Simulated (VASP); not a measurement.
Input of a VASP 6.6.1 run:

The input POSCAR:

```
InSb
1.0
    0.0000000000      3.1811276270      3.1811276270
    3.1811276270      0.0000000000      3.1811276270
    3.1811276270      3.1811276270      0.0000000000
In Sb
1 1
Direct
    0.0000000000      0.0000000000      0.0000000000
    0.2500000000      0.2500000000      0.2500000000
```

The input INCAR.step1:

```
  PREC = Accurate
  ENCUT = 550
  ISMEAR = -1
  SIGMA = 0.02
  LREAL = F
  LASPH = T
  NELM = 120
  NBANDS = 21
  GGA = PE
  ALGO = Normal
  EDIFF = 1E-5
  LWAVE = T
  LCHARG = F
  GGA_COMPAT = F
```

Contents of INCAR.step2:

```
  PREC = Accurate
  ENCUT = 550
  EDIFF = 1E-6
  ISMEAR = -1
  SIGMA = 0.02
  LREAL = F
  LASPH = T
  NELM = 120
  ALGO = Normal
  ISIF = 2
  LWAVE = F
  LCHARG = F
  METAGGA = R2SCAN
  LMIXTAU = T
  NBANDS = 21
  ISTART = 1
  GGA_COMPAT = F
```

File KPOINTS:

```
Automatic mesh
0
Gamma
  6 6 6
```

Potentials or basis: VASP PAW PBE potentials, release 64 (In_d, Sb_d_GW).

Launch:

```bash
$ cat potpaw_PBE.64/In_d/POTCAR potpaw_PBE.64/Sb_d_GW/POTCAR > POTCAR
$ cp INCAR.step1 INCAR
$ mpirun -np 1 vasp_std > vasp.out
$ cp INCAR.step2 INCAR
$ mpirun -np 1 vasp_std > vasp.out
```

Task: What does it give for the band gap on the k mesh?

Result: 0.58 eV.

Task: Predict the pressure.

Result: 4.8 GPa.

Caveat: the cell differs from its parent crystal (strain -3.0%); the cell stands under pressure; semilocal functionals underestimate gaps, and a narrow one can read as zero; the PAW data sets were made with another functional, which shifts forces and pressure a little; spin-orbit coupling is left out, which moves the levels of the heavy elements. A k mesh can miss the band edges.
